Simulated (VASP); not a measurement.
The system is C.

```
CELL_PARAMETERS angstrom
2.08389 -1.20321 0.00000
2.08389 1.20321 0.00000
-1.35092 0.00000 3.43132
ATOMIC_POSITIONS crystal
C 0.16664 0.16664 0.99991
C 0.83336 0.83336 0.00009
```

This cell differs from its parent crystal: volume scaled by 0.94.

Base run:

```yaml
Program: VASP 6.6.1
Functional: PBE
Potentials_or_basis: VASP PAW PBE potentials, release 64 (C)
Cutoff: 520 eV
k_mesh: 13 × 13 × 8
Occupations: fermi-dirac, width 0.05 eV
Spin: no spin polarisation
```

Its results: band gap on the k mesh 0.95 eV, indirect (least direct gap 0.96 eV); pressure 23.3 GPa; largest force 0.004 eV/Å.

The run is repeated on the same cell with these changes: functional from PBE to PBEsol. What comes out?

Band gap on the k mesh 0.94 eV, indirect (least direct gap 0.95 eV); pressure 20.4 GPa; largest force 0.004 eV/Å.

PBEsol binds more tightly than PBE, so the same cell stands under less pressure.

Caveats: this functional lacks dispersion, which binds the layers, so the pressure and a relaxed spacing across them are unreliable; the PAW data sets were made with another functional, which shifts forces and pressure a little (some runs).

A k mesh can miss the band edges.
